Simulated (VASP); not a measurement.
# MnO2 (P-3m1) in VASP: further runs

MnO2 is run at these levels: r2SCAN, PBEsol; tasks: single point, relaxation of cell and atoms.

Program: VASP 6.6.1. These are calculated values, not measurements. Logs are shortened: lines on timing, memory, paths and dates and some standing lists are left out, and cuts for length are marked.

## (1) The cell of the first run

It takes space group P-3m1 (No. 164, trigonal). Conventional cell: a = 2.857 Å, b = 2.857 Å, c = 4.601 Å, α = 90.00°, β = 90.00°, γ = 120.00°. Mn (site symmetry -3m) has 6 O at 1.90 Å within 2.5 Å. O (site symmetry 3m) has 3 Mn at 1.90 Å and 3 O at 2.51 Å within 2.6 Å.

## (2) Single point, r2SCAN, collinear spin, ferromagnetic start

File POSCAR:

```
MnO2
1.0
    2.8565781804      0.0000000000      0.0000000000
   -1.4282890902      2.4738692722      0.0000000000
    0.0000000000      0.0000000000      4.6013740589
Mn O
1 2
Direct
    0.0000000000      0.0000000000      0.5000000000
    0.3333333333      0.6666666667      0.7062925700
    0.6666666667      0.3333333333      0.2937074300
```

File INCAR.step1:

```
ALGO = Normal
EDIFF = 1E-5
ENCUT = 660
GGA = PE
GGA_COMPAT = F
ISMEAR = -1
ISPIN = 2
LASPH = T
LCHARG = F
LMAXMIX = 4
LREAL = F
LWAVE = T
MAGMOM = 4 0 0
NBANDS = 24
NELM = 200
PREC = Accurate
SIGMA = 0.05
```

File INCAR.step2:

```
ALGO = Normal
EDIFF = 1E-6
ENCUT = 660
GGA_COMPAT = F
ISIF = 2
ISMEAR = -1
ISPIN = 2
ISTART = 1
LASPH = T
LCHARG = F
LMAXMIX = 4
LMIXTAU = T
LORBIT = 11
LREAL = F
LWAVE = F
MAGMOM = 4 0 0
METAGGA = R2SCAN
NBANDS = 24
NELM = 200
PREC = Accurate
SIGMA = 0.05
```

File KPOINTS:

```
k-points
0
Gamma
  6 6 4
```

Potentials or basis: VASP PAW PBE potentials, release 64 (Mn_sv, O).

Run with:

```
$ cat potpaw_PBE.64/Mn_sv/POTCAR potpaw_PBE.64/O/POTCAR > POTCAR
$ cp INCAR.step1 INCAR
$ mpirun -np 1 vasp_std > vasp.out
$ cp INCAR.step2 INCAR
$ mpirun -np 1 vasp_std > vasp.out
```

OUTCAR:

```text
EDIFF = 1E-6
   ENCUT = 660
   ISIF = 2
   ISMEAR = -1
   ISPIN = 2
   ISTART = 1
   LASPH = T
   LORBIT = 11
   LREAL = F
   METAGGA = R2SCAN
   NELM = 200
   PREC = Accurate

 ion  position               nearest neighbor table
   1  0.000  0.000  0.500-   2 1.90   3 1.90   3 1.90   2 1.90   3 1.90   2 1.90
   2  0.333  0.667  0.706-   1 1.90   1 1.90   1 1.90
   3  0.667  0.333  0.294-   1 1.90   1 1.90   1 1.90

  LATTYP: Found a hexagonal cell.
 ALAT       =     2.8565781804
 C/A-ratio  =     1.6107992739

  Lattice vectors:

 A1 = (   2.8565781804,   0.0000000000,   0.0000000000)
 A2 = (  -1.4282890902,   2.4738692722,   0.0000000000)
 A3 = (   0.0000000000,   0.0000000000,   4.6013740589)

Analysis of symmetry for initial positions (statically):
=====================================================================
 Subroutine PRICEL returns:
 Original cell was already a primitive cell.

 Routine SETGRP: Setting up the symmetry group for a
 hexagonal supercell.

 Subroutine GETGRP returns: Found 12 space group operations
 (whereof 12 operations were pure point group operations)
 out of a pool of 24 trial point group operations.

The static configuration has the point symmetry D_3d.

Analysis of symmetry for dynamics (positions and initial velocities):
=====================================================================
 Subroutine PRICEL returns:
 Original cell was already a primitive cell.

 Routine SETGRP: Setting up the symmetry group for a
 hexagonal supercell.

 Subroutine GETGRP returns: Found 12 space group operations
 (whereof 12 operations were pure point group operations)
 out of a pool of 24 trial point group operations.

The dynamic configuration has the point symmetry D_3d.

Analysis of structural, dynamic, and magnetic symmetry:
=====================================================================
 Subroutine PRICEL returns:
 Original cell was already a primitive cell.

 Routine SETGRP: Setting up the symmetry group for a
 hexagonal supercell.

 Subroutine GETGRP returns: Found 12 space group operations
 (whereof 12 operations were pure point group operations)
 out of a pool of 24 trial point group operations.

The overall configuration has the point symmetry D_3d.

 Subroutine INISYM returns: Found 12 space group operations
 (whereof 12 operations are pure point group operations),
 and found     1 'primitive' translations

----------------------------------------------------------------------------------------

                                     Primitive cell

  volume of cell :      32.5170

  direct lattice vectors                    reciprocal lattice vectors
     2.856578180  0.000000000  0.000000000     0.350069187  0.202112539  0.000000000
    -1.428289090  2.473869272  0.000000000     0.000000000  0.404225078  0.000000000
     0.000000000  0.000000000  4.601374059     0.000000000  0.000000000  0.217326387

  length of vectors
     2.856578180  2.856578180  4.601374059     0.404225078  0.404225078  0.217326387

  position of ions in fractional coordinates (direct lattice)
     0.000000000  0.000000000  0.500000000
     0.333333333  0.666666667  0.706292570
     0.666666667  0.333333333  0.293707430

  ion indices of the primitive-cell ions
   primitive index   ion index
                 1           1
                 2           2
                 3           3

----------------------------------------------------------------------------------------

 KPOINTS: k-points

Automatic generation of k-mesh.
 Grid dimensions read from file:
 generate k-points for:    6    6    4

 Generating k-lattice:

  Cartesian coordinates                     Fractional coordinates (reciprocal lattice)
     0.058344864  0.033685423  0.000000000     0.166666667  0.000000000  0.000000000
     0.000000000  0.067370846  0.000000000     0.000000000  0.166666667  0.000000000
     0.000000000  0.000000000  0.054331597     0.000000000  0.000000000  0.250000000

  Length of vectors
     0.067370846  0.067370846  0.054331597

  Shift w.r.t. Gamma in fractional coordinates (k-lattice)
     0.000000000  0.000000000  0.000000000

 Subroutine IBZKPT returns following result:
 ===========================================

 Found     24 irreducible k-points:

 Following reciprocal coordinates:
            Coordinates               Weight
  0.000000  0.000000  0.000000      1.000000
  0.166667  0.000000  0.000000      6.000000
  0.333333 -0.000000  0.000000      6.000000
  0.500000  0.000000  0.000000      3.000000
  0.166667  0.166667  0.000000      6.000000
  0.333333  0.166667  0.000000     12.000000
[... 16 lines left out ...]
  0.333333  0.166667  0.500000     12.000000
  0.333333  0.333333  0.500000      2.000000
   k-points           NKPTS =     24   k-points in BZ     NKDIM =     24   number of bands    NBANDS=     24
   number of dos      NEDOS =    301   number of ions     NIONS =      3
   total plane-waves  NPLWV =  23040
   dimension x,y,z NGX =    24 NGY =   24 NGZ =   40
   dimension x,y,z NGXF=    48 NGYF=   48 NGZF=   80
   ions per type =               1   2
   NGX,Y,Z   is equivalent  to a cutoff of  13.97, 13.97, 14.45 a.u.
   NGXF,Y,Z  is equivalent  to a cutoff of  27.93, 27.93, 28.90 a.u.
 SYSTEM =  unknown system
   PREC   = accura    normal or accurate (medium, high low for compatibility)
   ISTART =      1    job   : 0-new  1-cont  2-samecut
   ICHARG =      0    charge: 1-file 2-atom 10-const
   ISPIN  =      2    spin polarized calculation?
   LNONCOLLINEAR =      F non collinear calculations
   LSORBIT =      F    spin-orbit coupling
   LASPH  =      T    aspherical Exc in radial PAW
   ENCUT  =  660.0 eV  48.51 Ry    6.96 a.u.   5.98  5.98  9.64*2*pi/ulx,y,z
   NELM   =    200;   NELMIN=  2; NELMDL=  0     # of ELM steps
   EDIFF  = 0.1E-05   stopping-criterion for ELM
   LREAL  =      F    real-space projection
   EDIFFG = 0.1E-04   stopping-criterion for IOM
   NSW    =      0    number of steps for IOM
   IBRION =     -1    ionic relax: 0-MD 1-quasi-New 2-CG
   NFREE  =      0    steps in history (QN), initial steepest desc. (CG)
   ISIF   =      2    stress and relaxation
   ISYM   =      2    0-nonsym 1-usesym 2-fastsym
   POTIM  = 0.5000    time-step for ionic-motion
   TEBEG  =    0.0;   TEEND  =   0.0 temperature during run
   PSTRESS=    0.0 pullay stress
   NELECT =      27.0000    total number of electrons
   NUPDOWN=      -1.0000    fix difference up-down
   EMIN   =  10.00;   EMAX   =-10.00  energy-range for DOS
   EFERMI =   0.00;   METHOD = LEGACY
   ISMEAR =    -1;   SIGMA  =   0.05  broadening in eV -4-tet -1-fermi 0-gaus
   EFERMI_NEDOS =   21; number of points for ismear=-14 and -15
   IALGO  =     38    algorithm
   IMIX   =      4    mixing-type and parameters
     AMIX     =   0.40;   BMIX     =  1.00
     AMIX_MAG =   1.60;   BMIX_MAG =  1.00
  volume/ion in A,a.u.               =      10.84        73.15
  Fermi-wavevector in a.u.,A,eV,Ry     =   1.538719  2.907757 32.213913  2.367656
  Thomas-Fermi vector in A             =   2.645048
   LORBIT       =     11    0 simple, 1 ext, 2 COOP (PROOUT), +10 PAW based schemes
   METAGGA = R2SCAN    functional components
   LHFCALC =     F    Hartree Fock is set to
   AEXX    =    0.0000 exact exchange contribution
   IVDW    =     0    specifies the selected vdW correction
   LEPSILON=     F    determine dielectric tensor
   LRPA    =     F    only Hartree local field effects (RPA)
 spin polarized calculation
  energy-cutoff  :      660.00
  volume of cell :       32.52
 maximum number of plane-waves:      1272
   NGX = 11   NGY = 11   NGZ = 19

 number of electron      27.0000004 magnetization       2.9999999

 Free energy of the ion-electron system (eV)
  ---------------------------------------------------
  ext. energy  EPLUGINS =         0.00000000
  ---------------------------------------------------
  free energy    TOTEN  =       -32.73306010 eV

  energy without entropy =      -32.73306010  energy(sigma->0) =      -32.73306010

 E-fermi :   4.6269     XC(G=0): -11.5506

 val. band max:        3.6590044170   @ k =   0.1667   0.0000   0.5000
 cond. band min:       5.5956926473   @ k =   0.0000   0.0000   0.5000
 fundamental gap:      1.9366882303
 Fermi energy:         4.6268534842

 spin component 1

 k-point     1 :       0.0000    0.0000    0.0000
  band No.  band energies     occupation
      1     -81.1256      1.00000
      2     -48.5519      1.00000
      3     -48.5061      1.00000
      4     -48.5061      1.00000
      5     -16.5861      1.00000
      6     -14.2945      1.00000
[... 16 lines left out ...]
     23      27.2198      0.00000
     24      28.5766      0.00000

 k-point     2 :       0.1667    0.0000    0.0000
  band No.  band energies     occupation
      1     -81.1212      1.00000
      2     -48.5467      1.00000
      3     -48.5442      1.00000
      4     -48.5150      1.00000
      5     -16.2452      1.00000
      6     -14.3985      1.00000
[... 16 lines left out ...]
     23      25.4179      0.00000
     24      27.6142      0.00000

 k-point     3 :       0.3333   -0.0000    0.0000
  band No.  band energies     occupation
      1     -81.1124      1.00000
      2     -48.6246      1.00000
      3     -48.5328      1.00000
      4     -48.5319      1.00000
      5     -15.4820      1.00000
      6     -14.6223      1.00000
[... 16 lines left out ...]
     23      24.0034      0.00000
     24      26.0850      0.00000
[... 514 lines left out ...]
 k-point    23 :       0.3333    0.1667    0.5000
  band No.  band energies     occupation
      1     -81.1080      1.00000
      2     -48.6430      1.00000
      3     -48.5624      1.00000
      4     -48.5252      1.00000
      5     -15.0132      1.00000
      6     -14.7717      1.00000
[... 16 lines left out ...]
     23      22.4989      0.00000
     24      26.2249      0.00000

 k-point    24 :       0.3333    0.3333    0.5000
  band No.  band energies     occupation
      1     -81.1058      1.00000
      2     -48.6148      1.00000
      3     -48.6148      1.00000
      4     -48.5221      1.00000
      5     -14.8079      1.00000
      6     -14.8079      1.00000
[... 16 lines left out ...]
     23      20.4409      0.00000
     24      26.1230      0.00000
 Fermi energy:         4.6268534842

 spin component 2

 k-point     1 :       0.0000    0.0000    0.0000
  band No.  band energies     occupation
      1     -76.9509      1.00000
      2     -44.4160      1.00000
      3     -44.4160      1.00000
      4     -44.2292      1.00000
      5     -16.5112      1.00000
      6     -14.2379      1.00000
[... 16 lines left out ...]
     23      27.8218      0.00000
     24      29.7050      0.00000

 k-point     2 :       0.1667    0.0000    0.0000
  band No.  band energies     occupation
      1     -76.9456      1.00000
      2     -44.4666      1.00000
      3     -44.4269      1.00000
      4     -44.2198      1.00000
      5     -16.1703      1.00000
      6     -14.3381      1.00000
[... 16 lines left out ...]
     23      26.4080      0.00000
     24      28.1279      0.00000

 k-point     3 :       0.3333   -0.0000    0.0000
  band No.  band energies     occupation
      1     -76.9349      1.00000
      2     -44.5667      1.00000
      3     -44.4488      1.00000
      4     -44.2010      1.00000
      5     -15.4106      1.00000
      6     -14.5565      1.00000
[... 16 lines left out ...]
     23      24.6116      0.00000
     24      27.0011      0.00000
[... 514 lines left out ...]
 k-point    23 :       0.3333    0.1667    0.5000
  band No.  band energies     occupation
      1     -76.9296      1.00000
      2     -44.5898      1.00000
      3     -44.4863      1.00000
      4     -44.1917      1.00000
      5     -14.9444      1.00000
      6     -14.7053      1.00000
[... 16 lines left out ...]
     23      22.9619      0.00000
     24      27.2149      0.00000

 k-point    24 :       0.3333    0.3333    0.5000
  band No.  band energies     occupation
      1     -76.9270      1.00000
      2     -44.5533      1.00000
      3     -44.5533      1.00000
      4     -44.1871      1.00000
      5     -14.7408      1.00000
      6     -14.7408      1.00000
[... 16 lines left out ...]
     23      21.8751      0.00000
     24      27.0549      0.00000

------------------------ aborting loop because EDIFF is reached ----------------------------------------

  FORCE on cell =-STRESS in cart. coord.  units (eV):
  Direction    XX          YY          ZZ          XY          YZ          ZX
  --------------------------------------------------------------------------------------
  -------------------------------------------------------------------------------------
  Total       -0.2833255     -0.2833255     -0.2546505     -0.0000000      0.0000000      0.0000000
  in kB      -13.9600136    -13.9600136    -12.5471402     -0.0000000      0.0000000      0.0000000
  external PRESSURE =     -13.4890558 kB  Pullay stress =       0.0000000 kB

 VOLUME and BASIS-vectors are now :
 -----------------------------------------------------------------------------
  energy-cutoff  :      660.00
  volume of cell :       32.52
      direct lattice vectors                 reciprocal lattice vectors
     2.856578180  0.000000000  0.000000000     0.350069187  0.202112539  0.000000000
    -1.428289090  2.473869272  0.000000000     0.000000000  0.404225078  0.000000000
     0.000000000  0.000000000  4.601374059     0.000000000  0.000000000  0.217326387

 POSITION                                       TOTAL-FORCE (eV/Angst)
 -----------------------------------------------------------------------------------
      0.00000      0.00000      2.30069        -0.000000      0.000000      0.000000
     -0.00000      1.64925      3.24992         0.000000     -0.000000     -0.084703
      1.42829      0.82462      1.35146        -0.000000      0.000000      0.084703
 -----------------------------------------------------------------------------------
    total drift:                               -0.000000      0.000000      0.000000

  FREE ENERGIE OF THE ION-ELECTRON SYSTEM (eV)
  ---------------------------------------------------
  free  energy   TOTEN  =       -32.7330600966 eV

  energy  without entropy=      -32.7330600962  energy(sigma->0) =      -32.73306010

 total charge

# of ion       s       p       d       tot
------------------------------------------
    1        2.202   6.120   4.418  12.739
    2        1.582   3.454   0.000   5.036
    3        1.582   3.454   0.000   5.036
--------------------------------------------------
tot          5.367  13.028   4.418  22.812

 magnetization (x)

# of ion       s       p       d       tot
------------------------------------------
    1        0.025   0.017   2.786   2.829
    2        0.004   0.006   0.000   0.010
    3        0.004   0.006   0.000   0.010
--------------------------------------------------
tot          0.033   0.029   2.786   2.848
```

Run time: 67 s. Hardware: 1 thread of Intel Xeon 6975P-C (Granite Rapids), shared host; peak memory 0.2 GiB.

What came out:

* Free energy: -32.7331 eV
* Pressure: -1.3 GPa
* Largest force: 0.085 eV/Å
* Band gap on the k mesh: 1.94 eV (least direct gap 2.01 eV)
* Net moment: 3.00 μB per cell
* Site moments: Mn +2.83; O +0.01 μB
* Valence electrons inside the program's atomic spheres: Mn 12.74; O 5.04

Forces in eV/Å, atoms in the order of the input:
```
Mn   0.000  0.000  0.000
O    0.000  0.000 -0.085
O    0.000  0.000  0.085
```

Caveat: the k points lie up to 0.42 Å⁻¹ apart; the PAW data sets were made with another functional, which shifts forces and pressure a little; a cell with one magnetic atom can't hold antiferromagnetic order, which such compounds often take.

(Continued in part 2 of 2.)
